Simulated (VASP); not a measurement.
Ir, 1 atom in the cell. It takes space group Fm-3m (No. 225, cubic). Conventional cell: a = 3.854 Å, b = 3.854 Å, c = 3.854 Å, α = 90.00°, β = 90.00°, γ = 90.00°. Within 3.6 Å of Ir (site symmetry m-3m) lie 12 Ir at 2.73 Å. 

| Property | Result |
| --- | --- |
| Program | VASP 6.6.1 |
| Task | single point |
| Functional | PBEsol |
| Potentials or basis | VASP PAW PBE potentials, release 64 (Ir) |
| Cutoff | 500 eV |
| k mesh | 10 × 10 × 10 |
| Occupations | gaussian, width 0.1 eV |
| Spin | no spin polarisation |
| Dipole correction | no |
| Further INCAR settings | ALGO = Normal; EDIFF = 1e-06; NBANDS = 10 |

Potentials or basis: VASP PAW PBE potentials, release 64 (Ir).

Launch:

```bash
$ cat potpaw_PBE.64/Ir/POTCAR > POTCAR
$ mpirun -np 1 vasp_std > vasp.out
```

Hardware: 1 thread of Intel Xeon 8259CL, on a shared host.

Task: Estimate the wall time of this run.

Result: Run time: 12 s on 1 thread of Intel Xeon 8259CL, on a shared host, peak memory 0.13 GiB. Counts: scf iterations 12, k points 47.
